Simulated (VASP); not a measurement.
Write the native input for VASP 6.6.1 that does the following.

- Task: single point
- Functional: PBE
- Potentials or basis: VASP PAW PBE potentials, release 64 (Ga_d, Sb)
- Cutoff: 520 eV
- k mesh: 16 × 16 × 16
- Occupations: gaussian, width 0.15 eV
- Spin: no spin polarisation
- Dipole correction: no
- Further INCAR settings: ALGO = Normal; EDIFF = 1e-06; NBANDS = 16

The structure of GaSb lies in POSCAR:

```
GaSb
1.0
    0.0000000000      3.3231346802      2.5920450506
    3.3231346802      0.0000000000      2.5920450506
    3.3231346802      3.3231346802      0.0000000000
Ga Sb
1 1
Direct
    0.0000000000      0.0000000000      0.0000000000
    0.7500000000      0.7500000000      0.7500000000
```

This cell differs from its parent crystal: ratio of the length along z to the lengths across it x 0.78, volume and fractional coordinates fixed.

One way to write it, as run:

INCAR

```
SYSTEM = GaSb
ALGO     = Normal         ! electronic algorithm
EDIFF    = 1E-6           ! SCF threshold, eV
ENCUT    = 520            ! plane-wave cutoff, eV
GGA      = PE             ! functional
ISIF     = 2              ! what is computed and relaxed
ISMEAR   = 0              ! smearing method
LASPH    = .TRUE.         ! aspherical terms in the spheres
LCHARG   = .FALSE.        ! write CHGCAR
LREAL    = .FALSE.        ! projectors in reciprocal space
LWAVE    = .FALSE.        ! write WAVECAR
NBANDS   = 16             ! bands
NELM     = 100            ! most SCF steps
PREC     = Accurate       ! precision mode
SIGMA    = 0.15           ! smearing width, eV
```

KPOINTS

```
k-points
0
G
  16 16 16
  0 0 0
```

Potentials or basis: VASP PAW PBE potentials, release 64 (Ga_d, Sb).

Command:

```sh
$ cat potpaw_PBE.64/Ga_d/POTCAR potpaw_PBE.64/Sb/POTCAR > POTCAR
$ mpirun -np 1 vasp_std > vasp.out
```

It gave:

```json
{
  "Pressure": "1.4 GPa",
  "Band gap on the k mesh": "zero (band 9 reaches 5.33 eV, above the bottom of band 10 at 4.48 eV)"
}
```

Caveat: spin-orbit coupling is left out, which moves the levels of the heavy elements.

It took 88 s on 1 thread of Intel(R) Xeon(R) 6975P-C (Granite Rapids) (shared host), peak memory 0.45 GiB.
